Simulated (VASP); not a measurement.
# P (I4_1/amd) in VASP: relaxation of cell and atoms with PBE

Aim: the relaxation of cell and atoms of P with PBE.

Everything below comes from runs of VASP 6.6.1. Logs are shortened: lines on timing, memory, paths and dates and some standing lists are left out, and cuts for length are marked.

### 1 The cell of the first run

Symmetry: I4_1/amd, No. 141, tetragonal system. The conventional cell has a = 4.686 Å, b = 4.686 Å, c = 2.753 Å, α = 90.00°, β = 90.00°, γ = 90.00°. P (site symmetry -4m2) has 10 P at 2.44 to 3.12 Å within 3.2 Å.

### 2 Relaxation of cell and atoms, PBE

INCAR

```
  PREC = Accurate
  ENCUT = 600
  EDIFF = 1E-7
  ISMEAR = 0
  SIGMA = 0.1
  LREAL = False
  LASPH = True
  NELM = 60
  ALGO = Normal
  ISIF = 3
  LWAVE = False
  LCHARG = False
  GGA = PE
  IBRION = 2
  NSW = 100
  EDIFFG = -0.01
```

KPOINTS

```
regular mesh
0
Gamma
  24 24 24
```

POSCAR

```
P
1.0
   -2.3429920575      2.3429920575      1.3763245523
    2.3429920575     -2.3429920575      1.3763245523
    2.3429920575      2.3429920575     -1.3763245523
P
2
Direct
    0.0000000000      0.0000000000      0.0000000000
    0.7500000000      0.2500000000      0.5000000000
```

Potentials or basis: VASP PAW PBE potentials, release 64 (P).

Run with:

```sh
cat potpaw_PBE.64/P/POTCAR > POTCAR
mpirun -np 1 vasp_std > vasp.out
```

OUTCAR:

```text
PREC = Accurate
   ENCUT = 600
   EDIFF = 1E-7
   ISMEAR = 0
   LREAL = False
   LASPH = True
   NELM = 60
   ISIF = 3
   GGA = PE
   IBRION = 2
   NSW = 100
   EDIFFG = -0.01

 ion  position               nearest neighbor table
   1  0.000  0.000  0.000-   2 2.44   2 2.44   2 2.44   2 2.44
   2  0.750  0.250  0.500-   1 2.44   1 2.44   1 2.44   1 2.44

  LATTYP: Found a body centered tetragonal cell.
 ALAT       =     4.6859841150
 C/A-ratio  =     0.5874217746

  Lattice vectors:

 A1 = (  -2.3429920575,   2.3429920575,   1.3763245523)
 A2 = (   2.3429920575,  -2.3429920575,   1.3763245523)
 A3 = (   2.3429920575,   2.3429920575,  -1.3763245523)

Analysis of symmetry for initial positions (statically):
=====================================================================
 Subroutine PRICEL returns:
 Original cell was already a primitive cell.

 Routine SETGRP: Setting up the symmetry group for a
 body centered tetragonal supercell.

 Subroutine GETGRP returns: Found 16 space group operations
 (whereof  8 operations were pure point group operations)
 out of a pool of 16 trial point group operations.

The static configuration has the point symmetry D_2d.
 The point group associated with its full space group is D_4h.

Analysis of symmetry for dynamics (positions and initial velocities):
=====================================================================
 Subroutine PRICEL returns:
 Original cell was already a primitive cell.

 Routine SETGRP: Setting up the symmetry group for a
 body centered tetragonal supercell.

 Subroutine GETGRP returns: Found 16 space group operations
 (whereof  8 operations were pure point group operations)
 out of a pool of 16 trial point group operations.

The dynamic configuration has the point symmetry D_2d.
 The point group associated with its full space group is D_4h.

 Subroutine INISYM returns: Found 16 space group operations
 (whereof  8 operations are pure point group operations),
 and found     1 'primitive' translations

----------------------------------------------------------------------------------------

                                     Primitive cell

  volume of cell :      30.2219

  direct lattice vectors                    reciprocal lattice vectors
    -2.342992058  2.342992058  1.376324552     0.000000000  0.213402345  0.363286406
     2.342992058 -2.342992058  1.376324552     0.213402345  0.000000000  0.363286406
     2.342992058  2.342992058 -1.376324552     0.213402345  0.213402345  0.000000000

  length of vectors
     3.587964999  3.587964999  3.587964999     0.421328344  0.421328344  0.301796491

  position of ions in fractional coordinates (direct lattice)
     0.000000000  0.000000000  0.000000000
     0.750000000  0.250000000  0.500000000

  ion indices of the primitive-cell ions
   primitive index   ion index
                 1           1
                 2           2

----------------------------------------------------------------------------------------

 KPOINTS: regular mesh

Automatic generation of k-mesh.
 Grid dimensions read from file:
 generate k-points for:   24   24   24

 Generating k-lattice:

  Cartesian coordinates                     Fractional coordinates (reciprocal lattice)
     0.000000000  0.008891764  0.015136934     0.041666667 -0.000000000  0.000000000
     0.008891764  0.000000000  0.015136934    -0.000000000  0.041666667  0.000000000
     0.008891764  0.008891764  0.000000000     0.000000000  0.000000000  0.041666667

  Length of vectors
     0.017555348  0.017555348  0.012574854

  Shift w.r.t. Gamma in fractional coordinates (k-lattice)
     0.000000000  0.000000000  0.000000000

 Subroutine IBZKPT returns following result:
 ===========================================

 Found   1063 irreducible k-points:

 Following reciprocal coordinates:
            Coordinates               Weight
  0.000000  0.000000  0.000000      1.000000
  0.041667  0.000000  0.000000      8.000000
  0.083333  0.000000 -0.000000      8.000000
  0.125000  0.000000  0.000000      8.000000
  0.166667  0.000000  0.000000      8.000000
  0.208333  0.000000 -0.000000      8.000000
[... 16 lines left out ...]
  0.416667  0.041667 -0.000000     16.000000
  0.458333  0.041667 -0.000000     16.000000
 [... further k-points ...]
   k-points           NKPTS =   1063   k-points in BZ     NKDIM =   1063   number of bands    NBANDS=      9
   number of dos      NEDOS =    301   number of ions     NIONS =      2
   total plane-waves  NPLWV =  27000
   dimension x,y,z NGX =    30 NGY =   30 NGZ =   30
   dimension x,y,z NGXF=    60 NGYF=   60 NGZF=   60
   ions per type =               2
   NGX,Y,Z   is equivalent  to a cutoff of  13.90, 13.90, 13.90 a.u.
   NGXF,Y,Z  is equivalent  to a cutoff of  27.80, 27.80, 27.80 a.u.
 SYSTEM =  unknown system
   PREC   = accura    normal or accurate (medium, high low for compatibility)
   ISTART =      0    job   : 0-new  1-cont  2-samecut
   ICHARG =      2    charge: 1-file 2-atom 10-const
   ISPIN  =      1    spin polarized calculation?
   LNONCOLLINEAR =      F non collinear calculations
   LSORBIT =      F    spin-orbit coupling
   LASPH  =      T    aspherical Exc in radial PAW
   ENCUT  =  600.0 eV  44.10 Ry    6.64 a.u.   7.17  7.17  7.17*2*pi/ulx,y,z
   NELM   =     60;   NELMIN=  2; NELMDL= -5     # of ELM steps
   EDIFF  = 0.1E-06   stopping-criterion for ELM
   LREAL  =      F    real-space projection
   EDIFFG = -.1E-01   stopping-criterion for IOM
   NSW    =    100    number of steps for IOM
   IBRION =      2    ionic relax: 0-MD 1-quasi-New 2-CG
   NFREE  =      1    steps in history (QN), initial steepest desc. (CG)
   ISIF   =      3    stress and relaxation
   ISYM   =      2    0-nonsym 1-usesym 2-fastsym
   POTIM  = 0.5000    time-step for ionic-motion
   TEBEG  =    0.0;   TEEND  =   0.0 temperature during run
   PSTRESS=    0.0 pullay stress
   NELECT =      10.0000    total number of electrons
   NUPDOWN=      -1.0000    fix difference up-down
   EMIN   =  10.00;   EMAX   =-10.00  energy-range for DOS
   EFERMI =   0.00;   METHOD = LEGACY
   ISMEAR =     0;   SIGMA  =   0.10  broadening in eV -4-tet -1-fermi 0-gaus
   EFERMI_NEDOS =   21; number of points for ismear=-14 and -15
   IALGO  =     38    algorithm
   IMIX   =      4    mixing-type and parameters
     AMIX     =   0.40;   BMIX     =  1.00
     AMIX_MAG =   1.60;   BMIX_MAG =  1.00
  volume/ion in A,a.u.               =      15.11       101.97
  Fermi-wavevector in a.u.,A,eV,Ry     =   1.132315  2.139765 17.444543  1.282138
  Thomas-Fermi vector in A             =   2.269016
   LORBIT       =      0    0 simple, 1 ext, 2 COOP (PROOUT), +10 PAW based schemes
   GGA     = PE    functional components
   LHFCALC =     F    Hartree Fock is set to
   AEXX    =    0.0000 exact exchange contribution
   IVDW    =     0    specifies the selected vdW correction
   LEPSILON=     F    determine dielectric tensor
   LRPA    =     F    only Hartree local field effects (RPA)
 conjugate gradient relaxation of ions
 non-spin polarized calculation
 Gauss-broadening in eV      SIGMA  =   0.10
  energy-cutoff  :      600.00
  volume of cell :       30.22
 maximum number of plane-waves:      1038
 NGX is ok and might be reduce to    30
   NGX = 15   NGY = 15   NGZ = 15

--------------------------------------- Ionic step        1  -------------------------------------------

 number of electron      10.0000000 magnetization

 number of electron       9.9999999 magnetization

 Free energy of the ion-electron system (eV)
  ---------------------------------------------------
  ext. energy  EPLUGINS =         0.00000000
  ---------------------------------------------------
  free energy    TOTEN  =        -9.89551676 eV

  energy without entropy =       -9.89164284  energy(sigma->0) =       -9.89357980

------------------------ aborting loop because EDIFF is reached ----------------------------------------

  FORCE on cell =-STRESS in cart. coord.  units (eV):
  Direction    XX          YY          ZZ          XY          YZ          ZX
  --------------------------------------------------------------------------------------
  -------------------------------------------------------------------------------------
  Total        0.3539871      0.3539871     -0.3426700      0.0000000      0.0000000      0.0000000
  in kB       18.7661672     18.7661672    -18.1662057      0.0000000      0.0000000      0.0000000
  external PRESSURE =       6.4553762 kB  Pullay stress =       0.0000000 kB
[... 89 lines left out ...]
  FREE ENERGIE OF THE ION-ELECTRON SYSTEM (eV)
  ---------------------------------------------------
  free  energy   TOTEN  =        -9.9194140956 eV

  energy  without entropy=       -9.9160464957  energy(sigma->0) =       -9.91773030

[... ionic steps 4 to 7 ...]

--------------------------------------- Ionic step        8  -------------------------------------------

 number of electron      10.0000000 magnetization

------------------------ aborting loop because EDIFF is reached ----------------------------------------
[... 67 lines left out ...]
--------------------------------------- Ionic step       10  -------------------------------------------

 number of electron      10.0000001 magnetization

 Free energy of the ion-electron system (eV)
  ---------------------------------------------------
  ext. energy  EPLUGINS =         0.00000000
  ---------------------------------------------------
  free energy    TOTEN  =        -9.94634705 eV

  energy without entropy =       -9.94167927  energy(sigma->0) =       -9.94401316

 E-fermi :   9.4434     XC(G=0): -11.2182

 val. band max:        9.4430937395   @ k =  -0.3333  -0.3750   0.0417
 cond. band min:       9.4443153711   @ k =  -0.2083  -0.4583   0.1250
 fundamental gap:      0.0012216317
 Fermi energy:         9.4434242582

 k-point     1 :       0.0000    0.0000    0.0000
  band No.  band energies     occupation
      1      -6.8556      2.00000
      2       2.0664      2.00000
      3       4.4002      2.00000
      4       4.4002      2.00000
      5      10.6379      0.00000
      6      14.0732      0.00000
      7      14.0732      0.00000
      8      15.2885      0.00000
      9      16.0429      0.00000
[... 265 lines left out ...]
 k-point    24 :       0.4583    0.0417   -0.0000
  band No.  band energies     occupation
      1      -0.9390      2.00000
      2       0.7679      2.00000
      3       4.0979      2.00000
      4       4.7502      2.00000
      5       6.0042      2.00000
      6       9.9235      0.00000
      7      10.4415      0.00000
      8      12.2903      0.00000
      9      15.7744      0.00000

 [... further k-points ...]

------------------------ aborting loop because EDIFF is reached ----------------------------------------

  FORCE on cell =-STRESS in cart. coord.  units (eV):
  Direction    XX          YY          ZZ          XY          YZ          ZX
  --------------------------------------------------------------------------------------
  -------------------------------------------------------------------------------------
  Total        0.0013134      0.0013134      0.0045094      0.0000000     -0.0000000      0.0000000
  in kB        0.0700872      0.0700872      0.2406313      0.0000000     -0.0000000      0.0000000
  external PRESSURE =       0.1269353 kB  Pullay stress =       0.0000000 kB
[... 17 lines left out ...]
  FREE ENERGIE OF THE ION-ELECTRON SYSTEM (eV)
  ---------------------------------------------------
  free  energy   TOTEN  =        -9.9463470465 eV

  energy  without entropy=       -9.9416792658  energy(sigma->0) =       -9.94401316

 reached required accuracy - stopping structural energy minimisation
```

Wall time 29 min (1 thread of Intel Xeon Platinum 8488C (Sapphire Rapids), shared host); peak memory 0.45 GiB.

Results:

```yaml
Free_energy: -9.9463 eV
Relaxed_volume: 15.01 Å³/atom
Relaxed_cell: a = 3.675 Å, b = 3.675 Å, c = 3.675 Å, α = 96.74°, β = 96.74°, γ = 139.94°
Space_group_after_relaxing_to_0.1_Å: I4_1/amd (No. 141)
Energy_gained_by_relaxing: 25.4 meV/atom
Ionic_steps: 10
Pressure_after_relaxing: 0.0 GPa
Band_gap_on_the_k_mesh: zero (bands 5 and 6 overlap by 7.95 eV)
```

Step by step:
```
step  energy change (eV)  largest force (eV/Å)  pressure (GPa)  volume (Å³)
   1              0.0000                0.0000            0.65        30.22
   2             -0.0086                0.0000           -0.39        30.49
   3             -0.0239                0.0000           -3.23        31.25
   4             -0.0270                0.0000           -3.19        31.22
   5             -0.0353                0.0000           -2.97        31.10
   6             -0.0444                0.0000           -2.41        30.85
   7             -0.0448                0.0000           -2.28        30.80
   8             -0.0480                0.0000           -1.59        30.56
   9             -0.0508                0.0000           -0.18        30.09
  10             -0.0508                0.0000            0.01        30.02
```

Final structure:
```
P
1.0
    -2.44173    2.44173    1.25900
     2.44173   -2.44173    1.25900
     2.44173    2.44173   -1.25900
P
2
Direct
  0.00000 0.00000 0.00000
  0.75000 0.25000 0.50000
```
